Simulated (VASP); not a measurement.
Li4SiTe: single point with PBE

The system is Li4SiTe.

```
Li Si Te
1.0
     6.32257    0.00000    0.00000
     0.00000    6.32257    0.00000
     0.00000    0.00000    6.32956
Li Si Te
8 2 2
Direct
  0.29296 0.79296 0.21318
  0.20704 0.29296 0.21318
  0.70704 0.20704 0.21318
  0.79296 0.70704 0.21318
  0.29296 0.20704 0.78682
  0.20704 0.70704 0.78682
  0.70704 0.79296 0.78682
  0.79296 0.29296 0.78682
  0.00000 0.00000 0.00000
  0.50000 0.50000 0.00000
  0.00000 0.00000 0.50000
  0.50000 0.50000 0.50000
```

```
Program             : VASP 6.6.1
Task                : single point
Functional          : PBE
Potentials or basis : VASP PAW PBE potentials, release 64 (Li_sv, Si, Te)
Cutoff              : 520 eV
k mesh              : 4 × 4 × 4
Occupations         : gaussian, width 0.1 eV
Spin                : no spin polarisation
```

```json
{
  "Largest force": "0.032 eV/Å",
  "Band gap on the k mesh": "zero (bands 22 and 23 overlap by 1.10 eV)"
}
```

Forces on the atoms (eV/Å):
```
Li   0.013  0.013  0.026
Li  -0.013  0.013  0.026
Li  -0.013 -0.013  0.026
Li   0.013 -0.013  0.026
Li   0.013 -0.013 -0.026
Li  -0.013 -0.013 -0.026
Li  -0.013  0.013 -0.026
Li   0.013  0.013 -0.026
Si   0.000  0.000  0.000
Si   0.000  0.000  0.000
Te   0.000  0.000  0.000
Te   0.000  0.000  0.000
```

Levels at points of the mesh, in eV from the Fermi level:
| k point | band 18 | band 19 | band 20 | band 21 | band 22 | band 23 | band 24 | band 25 | band 26 | band 27 |
| --- | --- | --- | --- | --- | --- | --- | --- | --- | --- | --- |
| (0.00, 0.00, 0.00) | -2.31 | -1.27 | -1.27 | -0.44 | 0.50 | 0.50 | 0.86 | 2.20 | 3.09 | 3.09 |
| (0.50, 0.00, 0.00) | -2.99 | -0.83 | -0.83 | -0.62 | -0.62 | 1.65 | 1.65 | 2.11 | 2.11 | 3.27 |
| (0.50, 0.50, 0.00) | -1.99 | -1.85 | -1.85 | 0.86 | 0.86 | 1.44 | 1.44 | 3.17 | 3.17 | 3.50 |
| (0.00, 0.00, 0.50) | -1.60 | -1.60 | -1.06 | -0.52 | -0.52 | -0.24 | -0.12 | 0.17 | 0.62 | 1.46 |
| (0.50, 0.00, 0.50) | -1.89 | -1.25 | -1.25 | -1.24 | -1.24 | -0.16 | -0.16 | 2.47 | 2.47 | 2.56 |
| (0.50, 0.50, 0.50) | -1.69 | -1.49 | -1.49 | -0.16 | -0.16 | -0.09 | -0.09 | 3.17 | 3.18 | 3.20 |

Run time: 4.3 min on 1 thread of AMD EPYC 9R45 96-Core Processor (Zen 5), with other jobs on the host, peak memory 0.37 GiB.

Caveat: spin-orbit coupling is left out, which moves the levels of the heavy elements.
